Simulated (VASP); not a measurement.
# GaP (I-4m2) in VASP: a series of runs

The runs below take GaP through single point, with HSE06.

Everything below comes from runs of VASP 6.6.1. Logs are shortened: lines on timing, memory, paths and dates and some standing lists are left out, and cuts for length are marked.

### 1 The cell of the first run

It takes space group I-4m2 (No. 119, tetragonal). The conventional cell has a = 3.777 Å, b = 3.777 Å, c = 5.544 Å, α = 90.00°, β = 90.00°, γ = 90.00°. Ga (site symmetry -4m2) has 4 P at 2.34 Å within 3.1 Å. Within 3.1 Å of P (site symmetry -4m2) lie 4 Ga at 2.34 Å.

### 2 Single point, HSE06 (epitaxial xy strain -2.0%)

Input file POSCAR:

```
GaP
1.0
    0.0000000000      2.6708913017      2.7717586778
    2.6708913017      0.0000000000      2.7717586778
    2.6708913017      2.6708913017      0.0000000000
Ga P
1 1
Direct
    0.0000000000      0.0000000000      0.0000000000
    0.2500000000      0.2500000000      0.2500000000
```

Input file INCAR.step1:

```
PREC = Accurate ; ENCUT = 520
EDIFF = 1E-5 ; ISMEAR = 0
SIGMA = 0.01 ; LREAL = F
LASPH = T ; NELM = 100
ALGO = Normal ; ISIF = 2
LWAVE = T ; LCHARG = F
GGA = PE ; NBANDS = 16
```

Input file INCAR.step2:

```
PREC = Accurate ; ENCUT = 520
EDIFF = 1E-6 ; ISMEAR = 0
SIGMA = 0.01 ; LREAL = F
LASPH = T ; NELM = 100
ALGO = Normal ; ISIF = 2
LWAVE = F ; LCHARG = F
GGA = PE ; LHFCALC = T
HFSCREEN = 0.2079 ; PRECFOCK = Normal
ISTART = 1 ; NBANDS = 16
```

Input file KPOINTS:

```
Automatic mesh
0
Gamma
  6 6 6
```

Potentials or basis: VASP PAW PBE potentials, release 64 (Ga_d, P).

Started as:

```console
$ cat potpaw_PBE.64/Ga_d/POTCAR potpaw_PBE.64/P/POTCAR > POTCAR
$ cp INCAR.step1 INCAR
$ mpirun -np 1 vasp_std > vasp.out
$ cp INCAR.step2 INCAR
$ mpirun -np 1 vasp_std > vasp.out
```

OUTCAR:

```text
PREC = Accurate
   ENCUT = 520
   EDIFF = 1E-6
   ISMEAR = 0
   LREAL = F
   LASPH = T
   NELM = 100
   ISIF = 2
   GGA = PE
   LHFCALC = T
   HFSCREEN = 0.2079
   PRECFOCK = Normal
   ISTART = 1

 ion  position               nearest neighbor table
   1  0.000  0.000  0.000-   2 2.34   2 2.34   2 2.34   2 2.34
   2  0.250  0.250  0.250-   1 2.34   1 2.34   1 2.34   1 2.34

  LATTYP: Found a body centered tetragonal cell.
 ALAT       =     3.7772107025
 C/A-ratio  =     1.4676219550

  Lattice vectors:

 A1 = (  -2.6708913017,   0.0000000000,   2.7717586778)
 A2 = (   2.6708913017,   0.0000000000,   2.7717586778)
 A3 = (   0.0000000000,   2.6708913017,  -2.7717586778)

Analysis of symmetry for initial positions (statically):
=====================================================================
 Subroutine PRICEL returns:
 Original cell was already a primitive cell.

 Routine SETGRP: Setting up the symmetry group for a
 body centered tetragonal supercell.

 Subroutine GETGRP returns: Found  8 space group operations
 (whereof  8 operations were pure point group operations)
 out of a pool of 16 trial point group operations.

The static configuration has the point symmetry D_2d.

Analysis of symmetry for dynamics (positions and initial velocities):
=====================================================================
 Subroutine PRICEL returns:
 Original cell was already a primitive cell.

 Routine SETGRP: Setting up the symmetry group for a
 body centered tetragonal supercell.

 Subroutine GETGRP returns: Found  8 space group operations
 (whereof  8 operations were pure point group operations)
 out of a pool of 16 trial point group operations.

The dynamic configuration has the point symmetry D_2d.

 Subroutine INISYM returns: Found  8 space group operations
 (whereof  8 operations are pure point group operations),
 and found     1 'primitive' translations

----------------------------------------------------------------------------------------

                                     Primitive cell

  volume of cell :      39.5456

  direct lattice vectors                    reciprocal lattice vectors
     0.000000000  2.670891302  2.771758678    -0.187203425  0.187203425  0.180390885
     2.670891302  0.000000000  2.771758678     0.187203425 -0.187203425  0.180390885
     2.670891302  2.670891302  0.000000000     0.187203425  0.187203425 -0.180390885

  length of vectors
     3.849195567  3.849195567  3.777210702     0.320360915  0.320360915  0.320360915

  position of ions in fractional coordinates (direct lattice)
     0.000000000  0.000000000  0.000000000
     0.250000000  0.250000000  0.250000000

  ion indices of the primitive-cell ions
   primitive index   ion index
                 1           1
                 2           2

----------------------------------------------------------------------------------------

 KPOINTS: Automatic mesh

Automatic generation of k-mesh.
 Grid dimensions read from file:
 generate k-points for:    6    6    6

 Generating k-lattice:

  Cartesian coordinates                     Fractional coordinates (reciprocal lattice)
    -0.031200571  0.031200571  0.030065147     0.166666667  0.000000000  0.000000000
     0.031200571 -0.031200571  0.030065147     0.000000000  0.166666667  0.000000000
     0.031200571  0.031200571 -0.030065147    -0.000000000 -0.000000000  0.166666667

  Length of vectors
     0.053393486  0.053393486  0.053393486

  Shift w.r.t. Gamma in fractional coordinates (k-lattice)
     0.000000000  0.000000000  0.000000000

 Subroutine IBZKPT returns following result:
 ===========================================

 Found     30 irreducible k-points:

 Following reciprocal coordinates:
            Coordinates               Weight
  0.000000  0.000000  0.000000      1.000000
  0.166667  0.000000  0.000000      8.000000
  0.333333  0.000000  0.000000      8.000000
  0.500000  0.000000  0.000000      4.000000
  0.166667  0.166667  0.000000      2.000000
  0.333333  0.166667  0.000000      8.000000
[... 16 lines left out ...]
  0.333333  0.000000  0.333333      4.000000
  0.500000  0.000000  0.333333     16.000000
 [... further k-points ...]
   k-points           NKPTS =     30   k-points in BZ     NKDIM =    216   number of bands    NBANDS=     16
   number of dos      NEDOS =    301   number of ions     NIONS =      2
   total plane-waves  NPLWV =  25200
   dimension x,y,z NGX =    30 NGY =   30 NGZ =   28
   dimension x,y,z NGXF=    60 NGYF=   60 NGZF=   56
   ions per type =               1   1
   NGX,Y,Z   is equivalent  to a cutoff of  12.96, 12.96, 12.32 a.u.
   NGXF,Y,Z  is equivalent  to a cutoff of  25.91, 25.91, 24.65 a.u.
 SYSTEM =  unknown system
   PREC   = accura    normal or accurate (medium, high low for compatibility)
   ISTART =      1    job   : 0-new  1-cont  2-samecut
   ICHARG =      0    charge: 1-file 2-atom 10-const
   ISPIN  =      1    spin polarized calculation?
   LNONCOLLINEAR =      F non collinear calculations
   LSORBIT =      F    spin-orbit coupling
   LASPH  =      T    aspherical Exc in radial PAW
   ENCUT  =  520.0 eV  38.22 Ry    6.18 a.u.   7.16  7.16  7.02*2*pi/ulx,y,z
   NELM   =    100;   NELMIN=  2; NELMDL=  0     # of ELM steps
   EDIFF  = 0.1E-05   stopping-criterion for ELM
   LREAL  =      F    real-space projection
   EDIFFG = 0.1E-04   stopping-criterion for IOM
   NSW    =      0    number of steps for IOM
   IBRION =     -1    ionic relax: 0-MD 1-quasi-New 2-CG
   NFREE  =      0    steps in history (QN), initial steepest desc. (CG)
   ISIF   =      2    stress and relaxation
   ISYM   =      3    0-nonsym 1-usesym 2-fastsym
   POTIM  = 0.5000    time-step for ionic-motion
   TEBEG  =    0.0;   TEEND  =   0.0 temperature during run
   PSTRESS=    0.0 pullay stress
   NELECT =      18.0000    total number of electrons
   NUPDOWN=      -1.0000    fix difference up-down
   EMIN   =  10.00;   EMAX   =-10.00  energy-range for DOS
   EFERMI =   0.00;   METHOD = LEGACY
   ISMEAR =     0;   SIGMA  =   0.01  broadening in eV -4-tet -1-fermi 0-gaus
   EFERMI_NEDOS =   21; number of points for ismear=-14 and -15
   IALGO  =     38    algorithm
   IMIX   =      1    mixing-type and parameters
     AMIX     =   0.40;   BMIX     =  1.00
     AMIX_MAG =   1.60;   BMIX_MAG =  1.00
  volume/ion in A,a.u.               =      19.77       133.43
  Fermi-wavevector in a.u.,A,eV,Ry     =   1.259311  2.379753 21.576998  1.585865
  Thomas-Fermi vector in A             =   2.392877
   LORBIT       =      0    0 simple, 1 ext, 2 COOP (PROOUT), +10 PAW based schemes
   GGA     = PE    functional components
   LHFCALC =     T    Hartree Fock is set to
   PRECFOCK=normal    Normal, Fast or Accurate (Low or Medium for compatibility)
   ENCUT4O =  -1.0   cutoff for four orbital integrals eV
   NKREDX  =     1    reduce k-point grid by
   NKREDY  =     1    reduce k-point grid by
   NKREDZ  =     1    reduce k-point grid by
   AEXX    =    0.2500 exact exchange contribution
   HFSCREEN=    0.2079 screening length (either q_TF or 0.3 A-1)
   HFSCREENC=   0.2079 screening length for correlation (either q_TF or 0.3 A-1)
   ENCUTFOCK=  -1.0 apply spherical cutoff to Coloumb kernel
   IVDW    =     0    specifies the selected vdW correction
   LEPSILON=     F    determine dielectric tensor
   LRPA    =     F    only Hartree local field effects (RPA)
 non-spin polarized calculation
 Gauss-broadening in eV      SIGMA  =   0.01
  energy-cutoff  :      520.00
  volume of cell :       39.55
 maximum number of plane-waves:      1078
 NGX is ok and might be reduce to    30
  NGX = 24; NGY = 24; NGZ = 24

 number of electron      18.0000000 magnetization

 Free energy of the ion-electron system (eV)
  ---------------------------------------------------
  ext. energy  EPLUGINS =         0.00000000
  ---------------------------------------------------
  free energy    TOTEN  =       -10.76083301 eV

  energy without entropy =      -10.76083301  energy(sigma->0) =      -10.76083301

 E-fermi :   4.6436     XC(G=0):  -8.2407

 val. band max:        4.5342915931   @ k =   0.0000   0.0000   0.0000
 cond. band min:       6.6114343511   @ k =   0.5000   0.0000   0.5000
 fundamental gap:      2.0771427579
 Fermi energy:         4.6435778981

 k-point     1 :       0.0000    0.0000    0.0000
  band No.  band energies     occupation
      1     -12.6387      2.00000
      2     -12.6272      2.00000
      3     -12.6272      2.00000
      4     -12.5270      2.00000
      5     -12.5203      2.00000
      6      -9.5116      2.00000
[... 8 lines left out ...]
     15      15.0247      0.00000
     16      15.7689      0.00000

 k-point     2 :       0.1667    0.0000    0.0000
  band No.  band energies     occupation
      1     -12.6484      2.00000
      2     -12.6261      2.00000
      3     -12.6197      2.00000
      4     -12.5276      2.00000
      5     -12.5196      2.00000
      6      -9.1189      2.00000
[... 8 lines left out ...]
     15      14.7107      0.00000
     16      15.7485      0.00000

 k-point     3 :       0.3333    0.0000    0.0000
  band No.  band energies     occupation
      1     -12.6791      2.00000
      2     -12.6139      2.00000
      3     -12.6070      2.00000
      4     -12.5262      2.00000
      5     -12.5151      2.00000
      6      -8.0623      2.00000
[... 8 lines left out ...]
     15      15.2401      0.00000
     16      15.5527      0.00000

 k-point     4 :       0.5000    0.0000    0.0000
  band No.  band energies     occupation
      1     -12.6941      2.00000
      2     -12.6092      2.00000
      3     -12.6024      2.00000
      4     -12.5238      2.00000
      5     -12.5111      2.00000
      6      -7.2027      2.00000
[... 8 lines left out ...]
     15      17.3725      0.00000
     16      17.6889      0.00000

 k-point     5 :       0.1667    0.1667    0.0000
  band No.  band energies     occupation
      1     -12.6662      2.00000
      2     -12.6122      2.00000
      3     -12.6122      2.00000
      4     -12.5259      2.00000
      5     -12.5226      2.00000
      6      -9.0097      2.00000
[... 8 lines left out ...]
     15      16.2087      0.00000
     16      16.5078      0.00000

 k-point     6 :       0.3333    0.1667    0.0000
  band No.  band energies     occupation
      1     -12.6875      2.00000
      2     -12.6035      2.00000
      3     -12.5982      2.00000
      4     -12.5282      2.00000
      5     -12.5197      2.00000
      6      -8.1764      2.00000
[... 8 lines left out ...]
     15      16.5077      0.00000
     16      17.3558      0.00000
[... 267 lines left out ...]
 k-point    21 :      -0.1667    0.3333    0.1667
  band No.  band energies     occupation
      1     -12.7008      2.00000
      2     -12.5979      2.00000
      3     -12.5856      2.00000
      4     -12.5409      2.00000
      5     -12.5102      2.00000
      6      -7.1593      2.00000
[... 8 lines left out ...]
     15      18.0493      0.00000
     16      19.3572      0.00000

 k-point    22 :      -0.3333    0.5000    0.1667
  band No.  band energies     occupation
      1     -12.7176      2.00000
      2     -12.5852      2.00000
      3     -12.5693      2.00000
      4     -12.5380      2.00000
      5     -12.5170      2.00000
      6      -6.1923      2.00000
[... 8 lines left out ...]
     15      17.7589      0.00000
     16      19.6182      0.00000

 k-point    23 :       0.3333    0.0000    0.3333
  band No.  band energies     occupation
      1     -12.7084      2.00000
      2     -12.5862      2.00000
      3     -12.5828      2.00000
      4     -12.5520      2.00000
      5     -12.5048      2.00000
      6      -7.5027      2.00000
[... 8 lines left out ...]
     15      17.0330      0.00000
     16      20.5605      0.00000

 k-point    24 :       0.5000    0.0000    0.3333
  band No.  band energies     occupation
      1     -12.7176      2.00000
      2     -12.5810      2.00000
      3     -12.5760      2.00000
      4     -12.5521      2.00000
      5     -12.5042      2.00000
      6      -6.5303      2.00000
[... 8 lines left out ...]
     15      17.8017      0.00000
     16      19.4738      0.00000

 [... further k-points ...]

------------------------ aborting loop because EDIFF is reached ----------------------------------------

  FORCE on cell =-STRESS in cart. coord.  units (eV):
  Direction    XX          YY          ZZ          XY          YZ          ZX
  --------------------------------------------------------------------------------------
  -------------------------------------------------------------------------------------
  Total        0.9425644      0.9425644      0.1415854      0.0000000     -0.0000000      0.0000000
  in kB       38.1877235     38.1877235      5.7362912      0.0000000     -0.0000000      0.0000000
  external PRESSURE =      27.3705794 kB  Pullay stress =       0.0000000 kB

 VOLUME and BASIS-vectors are now :
 -----------------------------------------------------------------------------
  energy-cutoff  :      520.00
  volume of cell :       39.55
      direct lattice vectors                 reciprocal lattice vectors
     0.000000000  2.670891302  2.771758678    -0.187203425  0.187203425  0.180390885
     2.670891302  0.000000000  2.771758678     0.187203425 -0.187203425  0.180390885
     2.670891302  2.670891302  0.000000000     0.187203425  0.187203425 -0.180390885

 POSITION                                       TOTAL-FORCE (eV/Angst)
 -----------------------------------------------------------------------------------
      0.00000      0.00000      0.00000        -0.000000     -0.000000     -0.000000
      1.33545      1.33545      1.38588         0.000000      0.000000      0.000000
 -----------------------------------------------------------------------------------
    total drift:                               -0.000002     -0.000003     -0.000012

  FREE ENERGIE OF THE ION-ELECTRON SYSTEM (eV)
  ---------------------------------------------------
  free  energy   TOTEN  =       -10.7608330137 eV

  energy  without entropy=      -10.7608330137  energy(sigma->0) =      -10.76083301
```

It took 37 min on 1 thread of Intel Xeon 6975P-C (Granite Rapids), shared host; peak memory 0.3 GiB.

Results:

| Quantity | Value |
| --- | --- |
| Free energy | -10.7608 eV |
| Pressure | 2.7 GPa |
| Band gap on the k mesh | 2.08 eV (least direct gap 2.92 eV) |

Levels at points of the mesh, in eV from the valence-band top:
```csv
k point,band 7,band 8,band 9,band 10,band 11,band 12
"(0.00, 0.00, 0.00)",-0.24,0.00,0.00,2.92,4.67,4.67
"(0.50, 0.00, 0.00)",-7.46,-1.50,-1.15,2.47,5.42,5.70
"(0.50, 0.50, 0.00)",-7.71,-2.90,-2.90,2.35,2.72,12.19
"(0.50, 0.00, 0.50)",-7.43,-3.20,-3.16,2.08,2.34,12.03
```

Caveat: the cell differs from its parent crystal (epitaxial xy strain -2.0%); the PAW data sets were made with another functional, which shifts forces and pressure a little.

[end of part 1 of 2]
